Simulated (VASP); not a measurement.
Input of a VASP 6.6.1 run:

Contents of INCAR:

```
ALGO = Normal
EDIFF = 1E-6
ENCUT = 520
GGA = PE
ISIF = 2
ISMEAR = 0
LASPH = T
LCHARG = F
LREAL = F
LWAVE = F
NBANDS = 20
NELM = 100
PREC = Accurate
SIGMA = 0.1
```

KPOINTS

```
k-points
0
Gamma
  12 12 14
```

Contents of POSCAR:

```
CaCuH2
1.0
    3.6458660379      0.0000000000      0.0000000000
    0.0000000000      3.6458660379      0.0000000000
    0.0000000000      0.0000000000      3.4125332205
Ca Cu H
1 1 2
Direct
    0.0000000000      0.0000000000      0.0000000000
    0.5000000000      0.5000000000      0.5000000000
    0.0000000000      0.5000000000      0.5000000000
    0.5000000000      0.0000000000      0.5000000000
```

Potentials or basis: VASP PAW PBE potentials, release 64 (Ca_sv, Cu, H).

Launch:

```bash
$ cat potpaw_PBE.64/Ca_sv/POTCAR potpaw_PBE.64/Cu/POTCAR potpaw_PBE.64/H/POTCAR > POTCAR
$ mpirun -np 1 vasp_std > vasp.out
```

**Question.** Predict the band gap on the k mesh.

**Answer.** Zero (an odd number of electrons rules out a gap without spin polarisation).

**Question.** What does it give for the pressure?

**Answer.** 0.4 GPa.

Stress tensor (GPa, compression positive):
```
0.43 0.00 0.00
0.00 0.43 0.00
0.00 0.00 0.23
```
